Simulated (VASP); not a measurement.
# H (P4/mmm) in VASP: notebook

H is run at these levels: PBEsol; tasks: single point.

Everything below comes from runs of VASP 6.6.1. Logs are shortened: lines on timing, memory, paths and dates and some standing lists are left out, and cuts for length are marked.

## (1) The cell of the first run

It takes space group P4/mmm (No. 123, tetragonal). Conventional cell: a = 2.862 Å, b = 2.862 Å, c = 0.941 Å, α = 90.00°, β = 90.00°, γ = 90.00°. H (site symmetry 4/mmm) has 2 H at 0.94 Å within 1.3 Å.

## (2) Single point, PBEsol (strain +0.080 along x and y, -0.040 along z)

File INCAR:

```
PREC = Accurate ; ENCUT = 520
EDIFF = 1E-7 ; ISMEAR = 0
SIGMA = 0.05 ; LREAL = False
LASPH = True ; NELM = 100
ALGO = Normal ; ISIF = 2
LWAVE = False ; LCHARG = False
GGA = PS ; NBANDS = 6
```

File KPOINTS:

```
Automatic mesh
0
Gamma
  10 10 26
```

File POSCAR:

```
H
1.0
    2.8616098380      0.0000000000      0.0000000000
    0.0000000000      2.8616098380      0.0000000000
    0.0000000000      0.0000000000      0.9412732032
H
1
Direct
    0.0000000000      0.0000000000      0.5000000000
```

Potentials or basis: VASP PAW PBE potentials, release 64 (H).

Started as:

```console
$ cat potpaw_PBE.64/H/POTCAR > POTCAR
$ mpirun -np 1 vasp_std > vasp.out
```

OUTCAR:

```text
PREC = Accurate
   ENCUT = 520
   EDIFF = 1E-7
   ISMEAR = 0
   LREAL = False
   LASPH = True
   NELM = 100
   ISIF = 2
   GGA = PS

 ion  position               nearest neighbor table
   1  0.000  0.000  0.500-

  LATTYP: Found a simple tetragonal cell.
 ALAT       =     2.8616098380
 C/A-ratio  =     0.3289313556

  Lattice vectors:

 A1 = (   2.8616098380,   0.0000000000,   0.0000000000)
 A2 = (   0.0000000000,   2.8616098380,   0.0000000000)
 A3 = (   0.0000000000,   0.0000000000,   0.9412732032)

Analysis of symmetry for initial positions (statically):
=====================================================================
 Subroutine PRICEL returns:
 Original cell was already a primitive cell.

 Routine SETGRP: Setting up the symmetry group for a
 simple tetragonal supercell.

 Subroutine GETGRP returns: Found 16 space group operations
 (whereof 16 operations were pure point group operations)
 out of a pool of 16 trial point group operations.

The static configuration has the point symmetry D_4h.

Analysis of symmetry for dynamics (positions and initial velocities):
=====================================================================
 Subroutine PRICEL returns:
 Original cell was already a primitive cell.

 Routine SETGRP: Setting up the symmetry group for a
 simple tetragonal supercell.

 Subroutine GETGRP returns: Found 16 space group operations
 (whereof 16 operations were pure point group operations)
 out of a pool of 16 trial point group operations.

The dynamic configuration has the point symmetry D_4h.

 Subroutine INISYM returns: Found 16 space group operations
 (whereof 16 operations are pure point group operations),
 and found     1 'primitive' translations

----------------------------------------------------------------------------------------

                                     Primitive cell

  volume of cell :       7.7079

  direct lattice vectors                    reciprocal lattice vectors
     2.861609838  0.000000000  0.000000000     0.349453649  0.000000000  0.000000000
     0.000000000  2.861609838  0.000000000     0.000000000  0.349453649  0.000000000
     0.000000000  0.000000000  0.941273203     0.000000000  0.000000000  1.062390809

  length of vectors
     2.861609838  2.861609838  0.941273203     0.349453649  0.349453649  1.062390809

  position of ions in fractional coordinates (direct lattice)
     0.000000000  0.000000000  0.500000000

  ion indices of the primitive-cell ions
   primitive index   ion index
                 1           1

----------------------------------------------------------------------------------------

 KPOINTS: Automatic mesh

Automatic generation of k-mesh.
 Grid dimensions read from file:
 generate k-points for:   10   10   26

 Generating k-lattice:

  Cartesian coordinates                     Fractional coordinates (reciprocal lattice)
     0.034945365  0.000000000  0.000000000     0.100000000  0.000000000  0.000000000
     0.000000000  0.034945365  0.000000000     0.000000000  0.100000000  0.000000000
     0.000000000  0.000000000  0.040861185     0.000000000  0.000000000  0.038461538

  Length of vectors
     0.034945365  0.034945365  0.040861185

  Shift w.r.t. Gamma in fractional coordinates (k-lattice)
     0.000000000  0.000000000  0.000000000

 Subroutine IBZKPT returns following result:
 ===========================================

 Found    294 irreducible k-points:

 Following reciprocal coordinates:
            Coordinates               Weight
  0.000000  0.000000  0.000000      1.000000
  0.100000  0.000000  0.000000      4.000000
  0.200000  0.000000  0.000000      4.000000
  0.300000  0.000000  0.000000      4.000000
  0.400000  0.000000  0.000000      4.000000
  0.500000  0.000000  0.000000      2.000000
[... 16 lines left out ...]
  0.100000  0.000000  0.038462      8.000000
  0.200000  0.000000  0.038462      8.000000
 [... further k-points ...]
   k-points           NKPTS =    294   k-points in BZ     NKDIM =    294   number of bands    NBANDS=      6
   number of dos      NEDOS =    301   number of ions     NIONS =      1
   total plane-waves  NPLWV =   4608
   dimension x,y,z NGX =    24 NGY =   24 NGZ =    8
   dimension x,y,z NGXF=    48 NGYF=   48 NGZF=   16
   ions per type =               1
   NGX,Y,Z   is equivalent  to a cutoff of  13.94, 13.94, 14.13 a.u.
   NGXF,Y,Z  is equivalent  to a cutoff of  27.89, 27.89, 28.26 a.u.
 SYSTEM =  unknown system
   PREC   = accura    normal or accurate (medium, high low for compatibility)
   ISTART =      0    job   : 0-new  1-cont  2-samecut
   ICHARG =      2    charge: 1-file 2-atom 10-const
   ISPIN  =      1    spin polarized calculation?
   LNONCOLLINEAR =      F non collinear calculations
   LSORBIT =      F    spin-orbit coupling
   LASPH  =      T    aspherical Exc in radial PAW
   ENCUT  =  520.0 eV  38.22 Ry    6.18 a.u.   5.32  5.32  1.75*2*pi/ulx,y,z
   NELM   =    100;   NELMIN=  2; NELMDL= -5     # of ELM steps
   EDIFF  = 0.1E-06   stopping-criterion for ELM
   LREAL  =      F    real-space projection
   EDIFFG = 0.1E-05   stopping-criterion for IOM
   NSW    =      0    number of steps for IOM
   IBRION =     -1    ionic relax: 0-MD 1-quasi-New 2-CG
   NFREE  =      0    steps in history (QN), initial steepest desc. (CG)
   ISIF   =      2    stress and relaxation
   ISYM   =      2    0-nonsym 1-usesym 2-fastsym
   POTIM  = 0.5000    time-step for ionic-motion
   TEBEG  =    0.0;   TEEND  =   0.0 temperature during run
   PSTRESS=    0.0 pullay stress
   NELECT =       1.0000    total number of electrons
   NUPDOWN=      -1.0000    fix difference up-down
   EMIN   =  10.00;   EMAX   =-10.00  energy-range for DOS
   EFERMI =   0.00;   METHOD = LEGACY
   ISMEAR =     0;   SIGMA  =   0.05  broadening in eV -4-tet -1-fermi 0-gaus
   EFERMI_NEDOS =   21; number of points for ismear=-14 and -15
   IALGO  =     38    algorithm
   IMIX   =      4    mixing-type and parameters
     AMIX     =   0.40;   BMIX     =  1.00
     AMIX_MAG =   1.60;   BMIX_MAG =  1.00
  volume/ion in A,a.u.               =       7.71        52.02
  Fermi-wavevector in a.u.,A,eV,Ry     =   0.828761  1.566131  9.345091  0.686845
  Thomas-Fermi vector in A             =   1.941192
   LORBIT       =      0    0 simple, 1 ext, 2 COOP (PROOUT), +10 PAW based schemes
   GGA     = PS    functional components
   LHFCALC =     F    Hartree Fock is set to
   AEXX    =    0.0000 exact exchange contribution
   IVDW    =     0    specifies the selected vdW correction
   LEPSILON=     F    determine dielectric tensor
   LRPA    =     F    only Hartree local field effects (RPA)
 non-spin polarized calculation
 Gauss-broadening in eV      SIGMA  =   0.05
  energy-cutoff  :      520.00
  volume of cell :        7.71
 maximum number of plane-waves:       220
 NGX is ok and might be reduce to    24
   NGX = 11   NGY = 11   NGZ =  3

 number of electron       0.9999999 magnetization

 Free energy of the ion-electron system (eV)
  ---------------------------------------------------
  ext. energy  EPLUGINS =         0.00000000
  ---------------------------------------------------
  free energy    TOTEN  =        -2.94010936 eV

  energy without entropy =       -2.94010936  energy(sigma->0) =       -2.94010936

 E-fermi :  -1.8484     XC(G=0):  -6.3711

 val. band max:       -2.0519378615   @ k =   0.5000   0.5000   0.2308
 cond. band min:      -0.5215756508   @ k =   0.0000   0.0000   0.2692
 fundamental gap:      1.5303622107
 Fermi energy:        -1.8484003894

 k-point     1 :       0.0000    0.0000    0.0000
  band No.  band energies     occupation
      1     -12.7061      2.00000
      2       6.1964      0.00000
      3      11.5779      0.00000
      4      11.5779      0.00000
      5      14.5383      0.00000
      6      29.5110      0.00000

 k-point     2 :       0.1000    0.0000    0.0000
  band No.  band energies     occupation
      1     -12.6269      2.00000
      2       5.4889      0.00000
      3      11.0812      0.00000
      4      11.7302      0.00000
      5      16.3338      0.00000
      6      26.8139      0.00000

 k-point     3 :       0.2000    0.0000    0.0000
  band No.  band energies     occupation
      1     -12.4096      2.00000
      2       3.9056      0.00000
      3      10.9650      0.00000
      4      12.1732      0.00000
      5      19.8069      0.00000
      6      23.9748      0.00000

 k-point     4 :       0.3000    0.0000    0.0000
  band No.  band energies     occupation
      1     -12.1179      2.00000
      2       2.3133      0.00000
      3      11.3302      0.00000
      4      12.8503      0.00000
      5      21.6259      0.00000
      6      22.1867      0.00000

 k-point     5 :       0.4000    0.0000    0.0000
  band No.  band energies     occupation
      1     -11.8592      2.00000
      2       1.1949      0.00000
      3      11.8229      0.00000
      4      13.5918      0.00000
      5      19.9942      0.00000
      6      20.3581      0.00000

 k-point     6 :       0.5000    0.0000    0.0000
  band No.  band energies     occupation
      1     -11.7542      2.00000
      2       0.7934      0.00000
      3      12.0632      0.00000
      4      13.9651      0.00000
      5      19.3770      0.00000
      6      19.6220      0.00000

 k-point     7 :       0.1000    0.1000    0.0000
  band No.  band energies     occupation
      1     -12.5486      2.00000
      2       5.1050      0.00000
      3       9.5179      0.00000
      4      13.4612      0.00000
      5      17.2938      0.00000
      6      23.8546      0.00000

 k-point     8 :       0.2000    0.1000    0.0000
  band No.  band energies     occupation
      1     -12.3341      2.00000
      2       3.9004      0.00000
      3       8.8475      0.00000
      4      14.6483      0.00000
      5      20.1868      0.00000
      6      20.9603      0.00000
[... 91 lines left out ...]
 k-point    19 :       0.4000    0.4000    0.0000
  band No.  band energies     occupation
      1     -11.1530      2.00000
      2       3.2617      0.00000
      3       4.2844      0.00000
      4       9.1508      0.00000
      5      27.0221      0.00000
      6      32.2179      0.00000

 k-point    20 :       0.5000    0.4000    0.0000
  band No.  band energies     occupation
      1     -11.0684      2.00000
      2       3.2957      0.00000
      3       4.3435      0.00000
      4       8.2742      0.00000
      5      28.2385      0.00000
      6      35.2736      0.00000

 k-point    21 :       0.5000    0.5000    0.0000
  band No.  band energies     occupation
      1     -10.9869      2.00000
      2       3.9263      0.00000
      3       3.9263      0.00000
      4       7.2792      0.00000
      5      30.3191      0.00000
      6      36.0993      0.00000

 k-point    22 :       0.0000    0.0000    0.0385
  band No.  band energies     occupation
      1     -12.4568      2.00000
      2       6.4461      0.00000
      3      11.8291      0.00000
      4      11.8291      0.00000
      5      14.7894      0.00000
      6      29.7610      0.00000

 k-point    23 :       0.1000    0.0000    0.0385
  band No.  band energies     occupation
      1     -12.3777      2.00000
      2       5.7388      0.00000
      3      11.3321      0.00000
      4      11.9814      0.00000
      5      16.5849      0.00000
      6      27.0644      0.00000

 k-point    24 :       0.2000    0.0000    0.0385
  band No.  band energies     occupation
      1     -12.1604      2.00000
      2       4.1561      0.00000
      3      11.2155      0.00000
      4      12.4243      0.00000
      5      20.0579      0.00000
      6      24.2257      0.00000

 [... further k-points ...]

------------------------ aborting loop because EDIFF is reached ----------------------------------------

  FORCE on cell =-STRESS in cart. coord.  units (eV):
  Direction    XX          YY          ZZ          XY          YZ          ZX
  --------------------------------------------------------------------------------------
  -------------------------------------------------------------------------------------
  Total        0.0114364      0.0114364      0.7143496      0.0000000     -0.0000000      0.0000000
  in kB        2.3771818      2.3771818    148.4857680      0.0000000     -0.0000000      0.0000000
  external PRESSURE =      51.0800439 kB  Pullay stress =       0.0000000 kB

 VOLUME and BASIS-vectors are now :
 -----------------------------------------------------------------------------
  energy-cutoff  :      520.00
  volume of cell :        7.71
      direct lattice vectors                 reciprocal lattice vectors
     2.861609838  0.000000000  0.000000000     0.349453649  0.000000000  0.000000000
     0.000000000  2.861609838  0.000000000     0.000000000  0.349453649  0.000000000
     0.000000000  0.000000000  0.941273203     0.000000000  0.000000000  1.062390809

 POSITION                                       TOTAL-FORCE (eV/Angst)
 -----------------------------------------------------------------------------------
      0.00000      0.00000      0.47064         0.000000      0.000000      0.000000
 -----------------------------------------------------------------------------------
    total drift:                                0.000000      0.000000      0.000000

  FREE ENERGIE OF THE ION-ELECTRON SYSTEM (eV)
  ---------------------------------------------------
  free  energy   TOTEN  =        -2.9401093619 eV

  energy  without entropy=       -2.9401093619  energy(sigma->0) =       -2.94010936
```

Wall time 19 s (1 thread of Intel Xeon 8259CL, shared host); peak memory 0.12 GiB.

What came out:

```
Free energy : -2.9401 eV
Pressure    : 5.1 GPa
```

Stress tensor (GPa, compression positive):
```
 0.24  0.00  0.00
 0.00  0.24  0.00
 0.00  0.00 14.85
```

Caveat: the cell differs from its parent crystal (strain +0.080 along x and y, -0.040 along z); the PAW data sets were made with another functional, which shifts forces and pressure a little.

## (3) Single point, PBEsol (strain +0.080 along x and y, +0.000 along z)

File INCAR:

```
SYSTEM = H
ALGO = Normal ; EDIFF = 1E-6
ENCUT = 520 ; GGA = PS
ISIF = 2 ; ISMEAR = 0
LASPH = .TRUE. ; LCHARG = .TRUE.
LELF = .TRUE. ; LREAL = .FALSE.
LVHAR = .TRUE. ; LWAVE = .FALSE.
NBANDS = 6 ; NELM = 80
PREC = Accurate ; SIGMA = 0.05
```

File KPOINTS:

```
k-points
0
G
  10 10 26
  0 0 0
```

Changes to POSCAR since step 2:

```diff
@@ -4,3 +4,3 @@
     0.0000000000      2.8616098380      0.0000000000
-    0.0000000000      0.0000000000      0.9412732032
+    0.0000000000      0.0000000000      0.9804929200
 H
```

Potentials or basis: VASP PAW PBE potentials, release 64 (H).

Started as:

```console
$ cat potpaw_PBE.64/H/POTCAR > POTCAR
$ mpirun -np 1 vasp_std > vasp.out
```

Wall time 20 s (1 thread of Intel Xeon 8259CL, shared host); peak memory 0.12 GiB.

Results (log left out):

```
Free energy : -2.9570 eV
Pressure    : 1.0 GPa
```

Stress tensor (GPa, compression positive):
```
0.33 0.00 0.00
0.00 0.33 0.00
0.00 0.00 2.21
```

Levels at points of the mesh, in eV from the Fermi level:
| k point | band 1 | band 2 | band 3 |
| --- | --- | --- | --- |
| (0.00, 0.00, 0.00) | -10.38 | 8.29 | 13.60 |
| (0.50, 0.00, 0.00) | -9.38 | 2.76 | 14.13 |
| (0.50, 0.50, 0.00) | -8.57 | 5.91 | 5.91 |
| (0.00, 0.00, 0.50) | 24.69 | 32.09 | 45.71 |
| (0.50, 0.00, 0.50) | 25.25 | 33.80 | 41.74 |
| (0.50, 0.50, 0.50) | 25.72 | 35.21 | 44.83 |

Caveat: the cell differs from its parent crystal (strain +0.080 along x and y, +0.000 along z); the PAW data sets were made with another functional, which shifts forces and pressure a little.

(Part 1 of 2 ends here.)
